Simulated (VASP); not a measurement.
# CsTl (CsCl type): single point with LDA

The system is CsTl (CsCl type).

```
Cs Tl
1.0
     4.34412    0.00000    0.00000
     0.00000    4.34412    0.00000
     0.00000    0.00000    4.34412
Cs Tl
1 1
Direct
  0.00000 0.00000 0.00000
  0.50000 0.50000 0.50000
```

* Program: VASP 6.6.1
* Task: single point
* Functional: LDA
* Potentials or basis: VASP PAW LDA potentials, release 64 (Cs_sv, Tl_d)
* Cutoff: 520 eV
* k mesh: 8 × 8 × 8
* Occupations: fermi-dirac, width 0.1 eV
* Spin: collinear spin, zero start
* Starting moments: [0.0, 0.0] μB

* Pressure: 0.0 GPa
* Band gap on the k mesh: zero (filled and empty bands overlap)
* Net moment: 0.00 μB per cell
* Valence electrons inside the program's atomic spheres: Cs 6.55; Tl 11.21

Levels at points of the mesh, in eV from the Fermi level:
Spin up:
| k point | band 8 | band 9 | band 10 | band 11 | band 12 | band 13 | band 14 | band 15 |
| --- | --- | --- | --- | --- | --- | --- | --- | --- |
| (0.00, 0.00, 0.00) | -9.08 | -9.08 | -7.07 | 1.90 | 1.90 | 2.85 | 2.85 | 2.85 |
| (0.50, 0.00, 0.00) | -8.93 | -8.93 | -5.58 | -1.63 | 1.72 | 1.72 | 2.49 | 5.91 |
| (0.50, 0.50, 0.00) | -9.67 | -8.93 | -6.13 | 0.45 | 0.45 | 2.19 | 3.50 | 4.50 |
| (0.50, 0.50, 0.50) | -9.37 | -9.37 | -5.37 | -1.03 | -1.03 | -1.03 | 6.32 | 6.32 |
Spin down:
| k point | band 9 | band 10 | band 11 | band 12 | band 13 | band 14 |
| --- | --- | --- | --- | --- | --- | --- |
| (0.00, 0.00, 0.00) | -9.08 | -7.07 | 1.90 | 1.90 | 2.85 | 2.85 |
| (0.50, 0.00, 0.00) | -8.93 | -5.58 | -1.63 | 1.72 | 1.72 | 2.49 |
| (0.50, 0.50, 0.00) | -8.93 | -6.13 | 0.45 | 0.45 | 2.19 | 3.50 |
| (0.50, 0.50, 0.50) | -9.37 | -5.37 | -1.03 | -1.03 | -1.03 | 6.32 |

It took 27 s on 1 thread of Intel(R) Xeon(R) Platinum 8488C (Sapphire Rapids), with other jobs on the host, peak memory 0.23 GiB.

Caveat: spin-orbit coupling is left out, which moves the levels of the heavy elements.
